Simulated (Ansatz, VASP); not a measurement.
# Two plane-wave programs on Te2As

```
Te As
1.0
     3.74187   -2.13702    0.09714
     3.74187    2.13702    0.09714
    -0.36103    0.00000    5.34195
Te As
2 1
Direct
  0.66461 0.66461 0.70027
  0.33539 0.33539 0.29973
  0.00000 0.00000 0.00000
```

Alike in both runs: functional PBE; k mesh 5 × 5 × 4; occupations gaussian, width 0.2 eV; no spin polarisation.

Ansatz relaxed the structure, and its values are those at the end. VASP's run is a single point on that final structure, the one shown.

```csv
,VASP,Ansatz
version,VASP 6.6.1,Ansatz 0.2.0
potentials or method,"VASP PAW PBE potentials, release 64 (Te, As), cutoff 520 eV","scalar-relativistic, plane waves, PAW"
valence electrons in the cell,17,47
```

Ansatz gave:

```
gap on the k mesh at the Fermi level (eV) : none
pressure (GPa)                            : 0.0
rms of the force components (eV/Å)        : 0.036
```

**Question.** What did VASP give for the same quantities?

**Answer.** gap on the k mesh at the Fermi level (eV): none; pressure (GPa): 0.0; rms of the force components (eV/Å): 0.037.

A gap of «none» marks a metal or a gap that the smearing closes. VASP's potentials hold 17 valence electrons a cell and Ansatz's 47, so a difference there can come from the potentials and not from the codes.

Neither program's run includes spin-orbit coupling.
